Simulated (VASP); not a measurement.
Here is a VASP 6.6.1 calculation.

Contents of INCAR:

```
  PREC = Accurate
  ENCUT = 600
  EDIFF = 1E-6
  ISMEAR = -1
  SIGMA = 0.3
  LREAL = F
  LASPH = T
  NELM = 120
  ALGO = Normal
  ISIF = 2
  LWAVE = F
  LCHARG = F
  GGA = PS
  NBANDS = 16
  GGA_COMPAT = F
```

KPOINTS

```
regular mesh
0
Gamma
  8 8 8
```

POSCAR

```
CuS
1.0
    0.0000000000      2.5800300000      2.5800300000
    2.5800300000      0.0000000000      2.5800300000
    2.5800300000      2.5800300000      0.0000000000
Cu S
1 1
Direct
    0.2500000000      0.2500000000      0.2500000000
    0.0000000000      0.0000000000      0.0000000000
```

Potentials or basis: VASP PAW PBE potentials, release 64 (Cu, S).

Run with:

```sh
$ cat potpaw_PBE.64/Cu/POTCAR potpaw_PBE.64/S/POTCAR > POTCAR
$ mpirun -np 1 vasp_std > vasp.out
```

Problem. What does it give for the pressure?

Solution. -0.6 GPa.

Caveat: the PAW data sets were made with another functional, which shifts forces and pressure a little.
